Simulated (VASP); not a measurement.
# Ce (Cmcm) in VASP: notebook

Ce is run at these levels: PBE; tasks: single point, relaxation of cell and atoms.

All numbers are computed with VASP 6.6.1; they aren't measurements. Logs are shortened: lines on timing, memory, paths and dates and some standing lists are left out, and cuts for length are marked.

## (1) The cell of the first run

It takes space group Cmcm (No. 63, orthorhombic). Conventional cell: a = 3.259 Å, b = 6.179 Å, c = 5.286 Å, α = 90.00°, β = 90.00°, γ = 90.00°. Within 3.9 Å of Ce (site symmetry m2m) lie 12 Ce at 2.93 to 3.60 Å.

## (2) Single point, PBE

INCAR reads:

```
PREC     = Accurate       # precision mode
ENCUT    = 520            # plane-wave cutoff, eV
EDIFF    = 1E-7           # SCF threshold, eV
ISMEAR   = -1             # smearing method
SIGMA    = 0.1            # smearing width, eV
LREAL    = False          # projectors in reciprocal space
LASPH    = True           # aspherical terms in the spheres
NELM     = 60             # most SCF steps
ALGO     = Normal         # electronic algorithm
ISIF     = 2              # what is computed and relaxed
LWAVE    = False          # write WAVECAR
LCHARG   = False          # write CHGCAR
GGA      = PE             # functional
NBANDS   = 19             # bands
```

KPOINTS reads:

```
Automatic mesh
0
Gamma
  6 6 4
```

POSCAR reads:

```
Ce
1.0
    1.6294810868      3.0894895924      0.0000000000
    1.6294810868     -3.0894895924      0.0000000000
    0.0000000000      0.0000000000     -5.2863859611
Ce
2
Direct
    0.1018785615      0.8981214385      0.7500000000
    0.8981214385      0.1018785615      0.2500000000
```

Potentials or basis: VASP PAW PBE potentials, release 64 (Ce).

Run with:

```
$ cat potpaw_PBE.64/Ce/POTCAR > POTCAR
$ mpirun -np 1 vasp_std > vasp.out
```

OUTCAR:

```text
PREC = Accurate
   ENCUT = 520
   EDIFF = 1E-7
   ISMEAR = -1
   LREAL = False
   LASPH = True
   NELM = 60
   ISIF = 2
   GGA = PE

 ion  position               nearest neighbor table
   1  0.102  0.898  0.750-   2 2.93   2 2.93
   2  0.898  0.102  0.250-   1 2.93   1 2.93

  LATTYP: Found a base centered orthorhombic cell.
 ALAT       =     3.2589621736
 B/A-ratio  =     1.8959959814
 C/A-ratio  =     1.6221071861

  Lattice vectors:

 A1 = (   1.6294810868,   3.0894895924,   0.0000000000)
 A2 = (   1.6294810868,  -3.0894895924,   0.0000000000)
 A3 = (   0.0000000000,   0.0000000000,  -5.2863859611)

Analysis of symmetry for initial positions (statically):
=====================================================================
 Subroutine PRICEL returns:
 Original cell was already a primitive cell.

 Routine SETGRP: Setting up the symmetry group for a
 base centered orthorhombic supercell.

 Subroutine GETGRP returns: Found  8 space group operations
 (whereof  4 operations were pure point group operations)
 out of a pool of  8 trial point group operations.

The static configuration has the point symmetry C_2h.
 The point group associated with its full space group is D_2h.

Analysis of symmetry for dynamics (positions and initial velocities):
=====================================================================
 Subroutine PRICEL returns:
 Original cell was already a primitive cell.

 Routine SETGRP: Setting up the symmetry group for a
 base centered orthorhombic supercell.

 Subroutine GETGRP returns: Found  8 space group operations
 (whereof  4 operations were pure point group operations)
 out of a pool of  8 trial point group operations.

The dynamic configuration has the point symmetry C_2h.
 The point group associated with its full space group is D_2h.

 Subroutine INISYM returns: Found  8 space group operations
 (whereof  4 operations are pure point group operations),
 and found     1 'primitive' translations

----------------------------------------------------------------------------------------

                                     Primitive cell

  volume of cell :      53.2261

  direct lattice vectors                    reciprocal lattice vectors
     1.629481087  3.089489592  0.000000000     0.306846151  0.161839030  0.000000000
     1.629481087 -3.089489592  0.000000000     0.306846151 -0.161839030  0.000000000
     0.000000000  0.000000000 -5.286385961     0.000000000  0.000000000 -0.189165151

  length of vectors
     3.492871964  3.492871964  5.286385961     0.346909833  0.346909833  0.189165151

  position of ions in fractional coordinates (direct lattice)
     0.101878562  0.898121438  0.750000000
     0.898121438  0.101878562  0.250000000

  ion indices of the primitive-cell ions
   primitive index   ion index
                 1           1
                 2           2

----------------------------------------------------------------------------------------

 KPOINTS: Automatic mesh

Automatic generation of k-mesh.
 Grid dimensions read from file:
 generate k-points for:    6    6    4

 Generating k-lattice:

  Cartesian coordinates                     Fractional coordinates (reciprocal lattice)
     0.051141025  0.026973172  0.000000000     0.166666667  0.000000000  0.000000000
     0.051141025 -0.026973172  0.000000000     0.000000000  0.166666667  0.000000000
     0.000000000  0.000000000 -0.047291288     0.000000000  0.000000000  0.250000000

  Length of vectors
     0.057818306  0.057818306  0.047291288

  Shift w.r.t. Gamma in fractional coordinates (k-lattice)
     0.000000000  0.000000000  0.000000000

 Subroutine IBZKPT returns following result:
 ===========================================

 Found     39 irreducible k-points:

 Following reciprocal coordinates:
            Coordinates               Weight
  0.000000  0.000000  0.000000      1.000000
  0.166667  0.000000  0.000000      4.000000
  0.333333  0.000000  0.000000      4.000000
  0.500000  0.000000  0.000000      2.000000
  0.166667  0.166667  0.000000      2.000000
  0.333333  0.166667  0.000000      4.000000
[... 16 lines left out ...]
  0.333333  0.333333  0.250000      4.000000
  0.500000  0.333333  0.250000      8.000000
 [... further k-points ...]
   k-points           NKPTS =     39   k-points in BZ     NKDIM =     39   number of bands    NBANDS=     19
   number of dos      NEDOS =    301   number of ions     NIONS =      2
   total plane-waves  NPLWV =  31360
   dimension x,y,z NGX =    28 NGY =   28 NGZ =   40
   dimension x,y,z NGXF=    56 NGYF=   56 NGZF=   80
   ions per type =               2
   NGX,Y,Z   is equivalent  to a cutoff of  13.33, 13.33, 12.58 a.u.
   NGXF,Y,Z  is equivalent  to a cutoff of  26.65, 26.65, 25.16 a.u.
 SYSTEM =  unknown system
   PREC   = accura    normal or accurate (medium, high low for compatibility)
   ISTART =      0    job   : 0-new  1-cont  2-samecut
   ICHARG =      2    charge: 1-file 2-atom 10-const
   ISPIN  =      1    spin polarized calculation?
   LNONCOLLINEAR =      F non collinear calculations
   LSORBIT =      F    spin-orbit coupling
   LASPH  =      T    aspherical Exc in radial PAW
   ENCUT  =  520.0 eV  38.22 Ry    6.18 a.u.   6.49  6.49  9.83*2*pi/ulx,y,z
   NELM   =     60;   NELMIN=  2; NELMDL= -5     # of ELM steps
   EDIFF  = 0.1E-06   stopping-criterion for ELM
   LREAL  =      F    real-space projection
   EDIFFG = 0.1E-05   stopping-criterion for IOM
   NSW    =      0    number of steps for IOM
   IBRION =     -1    ionic relax: 0-MD 1-quasi-New 2-CG
   NFREE  =      0    steps in history (QN), initial steepest desc. (CG)
   ISIF   =      2    stress and relaxation
   ISYM   =      2    0-nonsym 1-usesym 2-fastsym
   POTIM  = 0.5000    time-step for ionic-motion
   TEBEG  =    0.0;   TEEND  =   0.0 temperature during run
   PSTRESS=    0.0 pullay stress
   NELECT =      24.0000    total number of electrons
   NUPDOWN=      -1.0000    fix difference up-down
   EMIN   =  10.00;   EMAX   =-10.00  energy-range for DOS
   EFERMI =   0.00;   METHOD = LEGACY
   ISMEAR =    -1;   SIGMA  =   0.10  broadening in eV -4-tet -1-fermi 0-gaus
   EFERMI_NEDOS =   21; number of points for ismear=-14 and -15
   IALGO  =     38    algorithm
   IMIX   =      4    mixing-type and parameters
     AMIX     =   0.40;   BMIX     =  1.00
     AMIX_MAG =   1.60;   BMIX_MAG =  1.00
  volume/ion in A,a.u.               =      26.61       179.59
  Fermi-wavevector in a.u.,A,eV,Ry     =   1.255366  2.372297 21.442008  1.575943
  Thomas-Fermi vector in A             =   2.389126
   LORBIT       =      0    0 simple, 1 ext, 2 COOP (PROOUT), +10 PAW based schemes
   GGA     = PE    functional components
   LHFCALC =     F    Hartree Fock is set to
   AEXX    =    0.0000 exact exchange contribution
   IVDW    =     0    specifies the selected vdW correction
   LEPSILON=     F    determine dielectric tensor
   LRPA    =     F    only Hartree local field effects (RPA)
 non-spin polarized calculation
  energy-cutoff  :      520.00
  volume of cell :       53.23
 maximum number of plane-waves:      1460
 NGX is ok and might be reduce to    28
   NGX = 13   NGY = 13   NGZ = 19

 number of electron      24.0000000 magnetization

 Free energy of the ion-electron system (eV)
  ---------------------------------------------------
  ext. energy  EPLUGINS =         0.00000000
  ---------------------------------------------------
  free energy    TOTEN  =       -11.90984053 eV

  energy without entropy =      -11.70068251  energy(sigma->0) =      -11.80526152

 E-fermi :   9.1452     XC(G=0): -11.2466

 val. band max:        9.1321194074   @ k =   0.5000   0.5000   0.2500
 cond. band min:       9.1532447777   @ k =  -0.1667   0.1667   0.2500
 fundamental gap:      0.0211253703
 Fermi energy:         9.1451590279

 k-point     1 :       0.0000    0.0000    0.0000
  band No.  band energies     occupation
      1     -25.6062      2.00000
      2     -24.8215      2.00000
      3      -9.9841      2.00000
      4      -7.4132      2.00000
      5      -6.9542      2.00000
      6      -6.8244      2.00000
[... 11 lines left out ...]
     18       9.8595      0.00158
     19       9.8656      0.00149

 k-point     2 :       0.1667    0.0000    0.0000
  band No.  band energies     occupation
      1     -25.5085      2.00000
      2     -24.7577      2.00000
      3      -9.8263      2.00000
      4      -7.7335      2.00000
      5      -7.4565      2.00000
      6      -7.1744      2.00000
[... 11 lines left out ...]
     18       9.8182      0.00239
     19       9.9872      0.00044

 k-point     3 :       0.3333    0.0000    0.0000
  band No.  band energies     occupation
      1     -25.3013      2.00000
      2     -24.6300      2.00000
      3      -9.4770      2.00000
      4      -8.8599      2.00000
      5      -8.1586      2.00000
      6      -7.6313      2.00000
[... 11 lines left out ...]
     18       9.8948      0.00111
     19       9.9537      0.00062

 k-point     4 :       0.5000    0.0000    0.0000
  band No.  band energies     occupation
      1     -25.1907      2.00000
      2     -24.5667      2.00000
      3      -9.3767      2.00000
      4      -9.2800      2.00000
      5      -8.5711      2.00000
      6      -7.7395      2.00000
[... 11 lines left out ...]
     18       9.9519      0.00063
     19       9.9589      0.00058

 k-point     5 :       0.1667    0.1667    0.0000
  band No.  band energies     occupation
      1     -25.3468      2.00000
      2     -24.6401      2.00000
      3      -9.5783      2.00000
      4      -8.6210      2.00000
      5      -8.1039      2.00000
      6      -7.5323      2.00000
[... 11 lines left out ...]
     18       9.8263      0.00220
     19       9.9361      0.00073
[... 334 lines left out ...]
      2     -24.8291      2.00000
      3      -9.3813      2.00000
      4      -8.3024      2.00000
      5      -7.9333      2.00000
      6      -7.4286      2.00000
[... 11 lines left out ...]
     18       9.8839      0.00124
     19       9.9616      0.00057

 k-point    22 :      -0.1667    0.1667    0.2500
  band No.  band energies     occupation
      1     -25.4261      2.00000
      2     -24.9136      2.00000
      3      -9.4781      2.00000
      4      -7.9243      2.00000
      5      -7.4333      2.00000
      6      -7.0476      2.00000
[... 11 lines left out ...]
     18       9.9656      0.00055
     19       9.9994      0.00039

 k-point    23 :       0.3333    0.3333    0.2500
  band No.  band energies     occupation
      1     -25.0790      2.00000
      2     -24.6919      2.00000
      3      -9.2387      2.00000
      4      -8.7729      2.00000
      5      -8.5501      2.00000
      6      -8.1782      2.00000
[... 11 lines left out ...]
     18       9.9077      0.00098
     19      10.0395      0.00026

 k-point    24 :       0.5000    0.3333    0.2500
  band No.  band energies     occupation
      1     -25.1574      2.00000
      2     -24.7886      2.00000
      3      -9.4287      2.00000
      4      -8.8645      2.00000
      5      -7.9745      2.00000
      6      -7.8091      2.00000
[... 11 lines left out ...]
     18       9.9482      0.00065
     19      10.0154      0.00033

 [... further k-points ...]
[... 5 lines left out ...]
  --------------------------------------------------------------------------------------
  -------------------------------------------------------------------------------------
  Total       -0.0741962     -0.0557693     -0.0456282      0.0000000      0.0000000      0.0000000
  in kB       -2.2334050     -1.6787301     -1.3734696      0.0000000      0.0000000      0.0000000
  external PRESSURE =      -1.7618682 kB  Pullay stress =       0.0000000 kB

 VOLUME and BASIS-vectors are now :
 -----------------------------------------------------------------------------
  energy-cutoff  :      520.00
  volume of cell :       53.23
      direct lattice vectors                 reciprocal lattice vectors
     1.629481087  3.089489592  0.000000000     0.306846151  0.161839030  0.000000000
     1.629481087 -3.089489592  0.000000000     0.306846151 -0.161839030  0.000000000
     0.000000000  0.000000000 -5.286385961     0.000000000  0.000000000 -0.189165151

 POSITION                                       TOTAL-FORCE (eV/Angst)
 -----------------------------------------------------------------------------------
      1.62948     -2.45998     -3.96479         0.000000      0.004618      0.000000
      1.62948      2.45998     -1.32160         0.000000     -0.004618     -0.000000
 -----------------------------------------------------------------------------------
    total drift:                               -0.000000      0.000000      0.000000

  FREE ENERGIE OF THE ION-ELECTRON SYSTEM (eV)
  ---------------------------------------------------
  free  energy   TOTEN  =       -11.9098405286 eV

  energy  without entropy=      -11.7006825091  energy(sigma->0) =      -11.80526152
```

Run time: 73 s. Hardware: 1 thread of Intel Xeon Platinum 8259CL at 2.50GHz (Skylake/Cascade Lake), shared host; peak memory 0.2 GiB.

What came out:

| Quantity | Value |
| --- | --- |
| Free energy | -11.9098 eV |
| Pressure | -0.2 GPa |
| Largest force | 0.005 eV/Å |
| Band gap on the k mesh | zero (band 12 reaches 9.44 eV, above the bottom of band 13 at 8.80 eV) |

Forces on the atoms (eV/Å):
```
Ce   0.000  0.005  0.000
Ce   0.000 -0.005  0.000
```

Caveat: the k points lie up to 0.36 Å⁻¹ apart; spin-orbit coupling is left out, which moves the levels of the heavy elements.

[end of part 1 of 2]
